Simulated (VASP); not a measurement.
# Al2GaSb3 (I-4m2) in VASP: single point with PBE

Aim: the single point of Al2GaSb3 with PBE.

All numbers are computed with VASP 6.6.1; they aren't measurements. Logs are shortened: lines on timing, memory, paths and dates and some standing lists are left out, and cuts for length are marked.

## Step 1: The cell of the first run

It takes space group I-4m2 (No. 119, tetragonal). Conventional cell: a = 4.400 Å, b = 4.400 Å, c = 18.660 Å, α = 90.00°, β = 90.00°, γ = 90.00°. Within 3.6 Å of Al (site symmetry 2mm) lie 4 Sb at 2.69 to 2.70 Å. Within 3.6 Å of Ga (site symmetry -4m2) lie 4 Sb at 2.69 Å. Sb (site symmetry -4m2) has 4 Al at 2.70 Å within 3.6 Å. Sb (site symmetry 2mm) has 2 Ga at 2.69 Å and 2 Al at 2.69 Å within 3.6 Å.

## Step 2: Single point, PBE

File INCAR:

```
SYSTEM = Al2GaSb3
ALGO = Normal ; EDIFF = 1E-7
ENCUT = 520 ; GGA = PE
ISIF = 2 ; ISMEAR = 0
LASPH = .True. ; LCHARG = .True.
LELF = .True. ; LREAL = .False.
LVHAR = .True. ; LWAVE = .False.
NBANDS = 26 ; NELM = 60
PREC = Accurate ; SIGMA = 0.02
```

File KPOINTS:

```
k-points
0
Gamma
  12 12 12
  0 0 0
```

File POSCAR:

```
Al2GaSb3
1.0
   -2.1999588297      2.1999588297      9.3299395460
    2.1999588297     -2.1999588297      9.3299395460
    2.1999588297      2.1999588297     -9.3299395460
Al Ga Sb
2 1 3
Direct
    0.6664719560      0.6664719560      0.0000000000
    0.3335280440      0.3335280440      0.0000000000
    0.0000000000      0.0000000000      0.0000000000
    0.2500000000      0.7500000000      0.5000000000
    0.9167669105      0.4167669105      0.5000000000
    0.5832330895      0.0832330895      0.5000000000
```

Potentials or basis: VASP PAW PBE potentials, release 64 (Al, Ga_d, Sb).

The run is started by

```
cat potpaw_PBE.64/Al/POTCAR potpaw_PBE.64/Ga_d/POTCAR potpaw_PBE.64/Sb/POTCAR > POTCAR
mpirun -np 1 vasp_std > vasp.out
```

OUTCAR:

```text
SYSTEM = Al2GaSb3
   EDIFF = 1E-7
   ENCUT = 520
   GGA = PE
   ISIF = 2
   ISMEAR = 0
   LASPH = .True.
   LREAL = .False.
   NELM = 60
   PREC = Accurate

 ion  position               nearest neighbor table
   1  0.666  0.666  0.000-   6 2.69   6 2.69   4 2.70   4 2.70
   2  0.334  0.334  0.000-   5 2.69   5 2.69   4 2.70   4 2.70
   3  0.000  0.000  0.000-   6 2.69   5 2.69   6 2.69   5 2.69
   4  0.250  0.750  0.500-   2 2.70   1 2.70   2 2.70   1 2.70
   5  0.917  0.417  0.500-   3 2.69   3 2.69   2 2.69   2 2.69
   6  0.583  0.083  0.500-   3 2.69   3 2.69   1 2.69   1 2.69

  LATTYP: Found a body centered tetragonal cell.
 ALAT       =     4.3999176594
 C/A-ratio  =     4.2409609762

  Lattice vectors:

 A1 = (  -2.1999588297,   2.1999588297,   9.3299395460)
 A2 = (   2.1999588297,  -2.1999588297,   9.3299395460)
 A3 = (   2.1999588297,   2.1999588297,  -9.3299395460)

Analysis of symmetry for initial positions (statically):
=====================================================================
 Subroutine PRICEL returns:
 Original cell was already a primitive cell.

 Routine SETGRP: Setting up the symmetry group for a
 body centered tetragonal supercell.

 Subroutine GETGRP returns: Found  8 space group operations
 (whereof  8 operations were pure point group operations)
 out of a pool of 16 trial point group operations.

The static configuration has the point symmetry D_2d.

Analysis of symmetry for dynamics (positions and initial velocities):
=====================================================================
 Subroutine PRICEL returns:
 Original cell was already a primitive cell.

 Routine SETGRP: Setting up the symmetry group for a
 body centered tetragonal supercell.

 Subroutine GETGRP returns: Found  8 space group operations
 (whereof  8 operations were pure point group operations)
 out of a pool of 16 trial point group operations.

The dynamic configuration has the point symmetry D_2d.

 Subroutine INISYM returns: Found  8 space group operations
 (whereof  8 operations are pure point group operations),
 and found     1 'primitive' translations

----------------------------------------------------------------------------------------

                                     Primitive cell

  volume of cell :     180.6209

  direct lattice vectors                    reciprocal lattice vectors
    -2.199958830  2.199958830  9.329939546     0.000000000  0.227276980  0.053590915
     2.199958830 -2.199958830  9.329939546     0.227276980  0.000000000  0.053590915
     2.199958830  2.199958830 -9.329939546     0.227276980  0.227276980  0.000000000

  length of vectors
     9.835009387  9.835009387  9.835009387     0.233509769  0.233509769  0.321418188

  position of ions in fractional coordinates (direct lattice)
     0.666471956  0.666471956  0.000000000
     0.333528044  0.333528044  0.000000000
     0.000000000  0.000000000  0.000000000
     0.250000000  0.750000000  0.500000000
     0.916766911  0.416766911  0.500000000
     0.583233089  0.083233089  0.500000000

  ion indices of the primitive-cell ions
   primitive index   ion index
                 1           1
                 2           2
                 3           3
                 4           4
                 5           5
                 6           6

----------------------------------------------------------------------------------------

 KPOINTS: k-points

Automatic generation of k-mesh.
 Grid dimensions read from file:
 generate k-points for:   12   12   12

 Generating k-lattice:

  Cartesian coordinates                     Fractional coordinates (reciprocal lattice)
     0.000000000  0.018939748  0.004465910     0.083333333 -0.000000000  0.000000000
     0.018939748  0.000000000  0.004465910    -0.000000000  0.083333333  0.000000000
     0.018939748  0.018939748  0.000000000     0.000000000  0.000000000  0.083333333

  Length of vectors
     0.019459147  0.019459147  0.026784849

  Shift w.r.t. Gamma in fractional coordinates (k-lattice)
     0.000000000  0.000000000  0.000000000

 Subroutine IBZKPT returns following result:
 ===========================================

 Found    163 irreducible k-points:

 Following reciprocal coordinates:
            Coordinates               Weight
  0.000000  0.000000  0.000000      1.000000
  0.083333  0.000000 -0.000000      8.000000
  0.166667  0.000000 -0.000000      8.000000
  0.250000  0.000000 -0.000000      8.000000
  0.333333  0.000000 -0.000000      8.000000
  0.416667  0.000000 -0.000000      8.000000
[... 16 lines left out ...]
  0.500000  0.166667  0.000000     16.000000
 -0.416667  0.166667  0.000000     16.000000
 [... further k-points ...]
   k-points           NKPTS =    163   k-points in BZ     NKDIM =    163   number of bands    NBANDS=     26
   number of dos      NEDOS =    301   number of ions     NIONS =      6
   total plane-waves  NPLWV = 512000
   dimension x,y,z NGX =    80 NGY =   80 NGZ =   80
   dimension x,y,z NGXF=   160 NGYF=  160 NGZF=  160
   ions per type =               2   1   3
   NGX,Y,Z   is equivalent  to a cutoff of  13.52, 13.52, 13.52 a.u.
   NGXF,Y,Z  is equivalent  to a cutoff of  27.05, 27.05, 27.05 a.u.
 SYSTEM =  Al2GaSb3
   PREC   = accura    normal or accurate (medium, high low for compatibility)
   ISTART =      0    job   : 0-new  1-cont  2-samecut
   ICHARG =      2    charge: 1-file 2-atom 10-const
   ISPIN  =      1    spin polarized calculation?
   LNONCOLLINEAR =      F non collinear calculations
   LSORBIT =      F    spin-orbit coupling
   LASPH  =      T    aspherical Exc in radial PAW
   ENCUT  =  520.0 eV  38.22 Ry    6.18 a.u.  18.29 18.29 18.29*2*pi/ulx,y,z
   NELM   =     60;   NELMIN=  2; NELMDL= -5     # of ELM steps
   EDIFF  = 0.1E-06   stopping-criterion for ELM
   LREAL  =      F    real-space projection
   EDIFFG = 0.1E-05   stopping-criterion for IOM
   NSW    =      0    number of steps for IOM
   IBRION =     -1    ionic relax: 0-MD 1-quasi-New 2-CG
   NFREE  =      0    steps in history (QN), initial steepest desc. (CG)
   ISIF   =      2    stress and relaxation
   ISYM   =      2    0-nonsym 1-usesym 2-fastsym
   POTIM  = 0.5000    time-step for ionic-motion
   TEBEG  =    0.0;   TEEND  =   0.0 temperature during run
   PSTRESS=    0.0 pullay stress
   NELECT =      34.0000    total number of electrons
   NUPDOWN=      -1.0000    fix difference up-down
   EMIN   =  10.00;   EMAX   =-10.00  energy-range for DOS
   EFERMI =   0.00;   METHOD = LEGACY
   ISMEAR =     0;   SIGMA  =   0.02  broadening in eV -4-tet -1-fermi 0-gaus
   EFERMI_NEDOS =   21; number of points for ismear=-14 and -15
   IALGO  =     38    algorithm
   IMIX   =      4    mixing-type and parameters
     AMIX     =   0.40;   BMIX     =  1.00
     AMIX_MAG =   1.60;   BMIX_MAG =  1.00
  volume/ion in A,a.u.               =      30.10       203.15
  Fermi-wavevector in a.u.,A,eV,Ry     =   0.938235  1.773008 11.977014  0.880286
  Thomas-Fermi vector in A             =   2.065427
   LORBIT       =      0    0 simple, 1 ext, 2 COOP (PROOUT), +10 PAW based schemes
   GGA     = PE    functional components
   LHFCALC =     F    Hartree Fock is set to
   AEXX    =    0.0000 exact exchange contribution
   IVDW    =     0    specifies the selected vdW correction
   LEPSILON=     F    determine dielectric tensor
   LRPA    =     F    only Hartree local field effects (RPA)
 non-spin polarized calculation
 Gauss-broadening in eV      SIGMA  =   0.02
  energy-cutoff  :      520.00
  volume of cell :      180.62
 maximum number of plane-waves:      4903
 NGX is ok and might be reduce to    80
   NGX = 37   NGY = 37   NGZ = 37

 number of electron      33.9999997 magnetization

 Free energy of the ion-electron system (eV)
  ---------------------------------------------------
  ext. energy  EPLUGINS =         0.00000000
  ---------------------------------------------------
  free energy    TOTEN  =       -23.78959969 eV

  energy without entropy =      -23.78959969  energy(sigma->0) =      -23.78959969

 E-fermi :   4.5368     XC(G=0):  -8.6167

 val. band max:        4.4023518271   @ k =   0.0000   0.0000   0.0000
 cond. band min:       5.0037253092   @ k =   0.0000   0.0000   0.0000
 fundamental gap:      0.6013734821
 Fermi energy:         4.5368081633

 k-point     1 :       0.0000    0.0000    0.0000
  band No.  band energies     occupation
      1     -10.3704      2.00000
      2     -10.3420      2.00000
      3     -10.3420      2.00000
      4     -10.3145      2.00000
      5     -10.3076      2.00000
      6      -6.3237      2.00000
[... 18 lines left out ...]
     25       7.3839      0.00000
     26      10.5680      0.00000

 k-point     2 :       0.0833    0.0000   -0.0000
  band No.  band energies     occupation
      1     -10.3698      2.00000
      2     -10.3429      2.00000
      3     -10.3420      2.00000
      4     -10.3142      2.00000
      5     -10.3078      2.00000
      6      -6.2791      2.00000
[... 18 lines left out ...]
     25       7.6062      0.00000
     26      10.1895      0.00000

 k-point     3 :       0.1667    0.0000   -0.0000
  band No.  band energies     occupation
      1     -10.3680      2.00000
      2     -10.3451      2.00000
      3     -10.3418      2.00000
      4     -10.3136      2.00000
      5     -10.3084      2.00000
      6      -6.1473      2.00000
[... 572 lines left out ...]
 k-point    23 :       0.5000    0.1667    0.0000
  band No.  band energies     occupation
      1     -10.3620      2.00000
      2     -10.3539      2.00000
      3     -10.3396      2.00000
      4     -10.3122      2.00000
      5     -10.3105      2.00000
      6      -4.9502      2.00000
[... 18 lines left out ...]
     25       8.9283      0.00000
     26       9.3514      0.00000

 k-point    24 :      -0.4167    0.1667    0.0000
  band No.  band energies     occupation
      1     -10.3621      2.00000
      2     -10.3535      2.00000
      3     -10.3399      2.00000
      4     -10.3119      2.00000
      5     -10.3108      2.00000
      6      -5.2065      2.00000
[... 18 lines left out ...]
     25       8.9870      0.00000
     26       9.7145      0.00000

 [... further k-points ...]

------------------------ aborting loop because EDIFF is reached ----------------------------------------

  FORCE on cell =-STRESS in cart. coord.  units (eV):
  Direction    XX          YY          ZZ          XY          YZ          ZX
  --------------------------------------------------------------------------------------
  -------------------------------------------------------------------------------------
  Total        0.1610581      0.1610581      0.1591669      0.0000000      0.0000000      0.0000000
  in kB        1.4286482      1.4286482      1.4118726      0.0000000      0.0000000      0.0000000
  external PRESSURE =       1.4230563 kB  Pullay stress =       0.0000000 kB

 VOLUME and BASIS-vectors are now :
 -----------------------------------------------------------------------------
  energy-cutoff  :      520.00
  volume of cell :      180.62
      direct lattice vectors                 reciprocal lattice vectors
    -2.199958830  2.199958830  9.329939546     0.000000000  0.227276980  0.053590915
     2.199958830 -2.199958830  9.329939546     0.227276980  0.000000000  0.053590915
     2.199958830  2.199958830 -9.329939546     0.227276980  0.227276980  0.000000000

 POSITION                                       TOTAL-FORCE (eV/Angst)
 -----------------------------------------------------------------------------------
      0.00000      0.00000     12.43629         0.000000     -0.000000      0.000638
      0.00000      0.00000      6.22359         0.000000     -0.000000     -0.000638
      0.00000      0.00000      0.00000         0.000000     -0.000000     -0.000000
      2.19996      0.00000      4.66497         0.000000     -0.000000     -0.000000
      0.00000      2.19996      7.77682        -0.000000      0.000000      0.009330
      0.00000      2.19996      1.55312        -0.000000      0.000000     -0.009330
 -----------------------------------------------------------------------------------
    total drift:                                0.000000     -0.000000     -0.000000

  FREE ENERGIE OF THE ION-ELECTRON SYSTEM (eV)
  ---------------------------------------------------
  free  energy   TOTEN  =       -23.7895996882 eV

  energy  without entropy=      -23.7895996882  energy(sigma->0) =      -23.78959969
```

It took 49 min on 1 thread of Intel Xeon Platinum 8488C (Sapphire Rapids), shared host; peak memory 1.4 GiB.

Results:

```yaml
Free_energy: -23.7896 eV
Pressure: 0.1 GPa
Largest_force: 0.009 eV/Å
Band_gap_on_the_k_mesh: 0.60 eV
```

Forces in eV/Å, atoms in the order of the input:
```
Al   0.000  0.000  0.001
Al   0.000  0.000 -0.001
Ga   0.000  0.000  0.000
Sb   0.000  0.000  0.000
Sb   0.000  0.000  0.009
Sb   0.000  0.000 -0.009
```

Caveat: spin-orbit coupling is left out, which moves the levels of the heavy elements. A k mesh can miss the band edges.
